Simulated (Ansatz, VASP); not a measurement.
HfN2: VASP beside Ansatz

```
Hf N
1.0
     4.88893    0.00000    0.00000
     0.00000    4.88893    0.00000
     0.00000    0.00000    3.25236
Hf N
2 4
Cartesian
  0.0000 0.0000 0.0000
  2.4445 2.4445 1.6262
  0.9539 3.9351 1.6262
  1.4906 1.4906 0.0000
  3.3983 3.3983 0.0000
  3.9351 0.9539 1.6262
```

Alike in both runs: task relaxation of cell and atoms; functional LDA; k mesh 8 × 8 × 12; occupations gaussian, width 0.1 eV; no spin polarisation.

|  | VASP | Ansatz |
| --- | --- | --- |
| version | VASP 6.6.1 | Ansatz 0.2.0 |
| potentials or method | VASP PAW LDA potentials, release 64 (Hf_pv, N), cutoff 600 eV | scalar-relativistic, plane waves, PAW |
| valence electrons in the cell | 40 | 72 |

VASP gave:

| Item | Value |
| --- | --- |
| gap on the k mesh at the Fermi level, each at its own relaxed structure (eV) | none |
| relaxed volume (Å³/atom) | 13.07 |
| relaxed length of the cell vector where the two differ most in proportion (Å) | 4.906 |

**Question.** What did Ansatz give for the same quantities?

**Answer.** gap on the k mesh at the Fermi level, each at its own relaxed structure (eV): none; relaxed volume (Å³/atom): 13.09; relaxed length of the cell vector where the two differ most in proportion (Å): 4.909.

LDA's correlation is that of Perdew and Zunger in VASP and of Perdew and Wang (1992) in Ansatz. A gap of «none» marks a metal or a gap that the smearing closes. VASP's potentials hold 40 valence electrons a cell and Ansatz's 72, so a difference there can come from the potentials and not from the codes.

Neither program's run includes spin-orbit coupling.
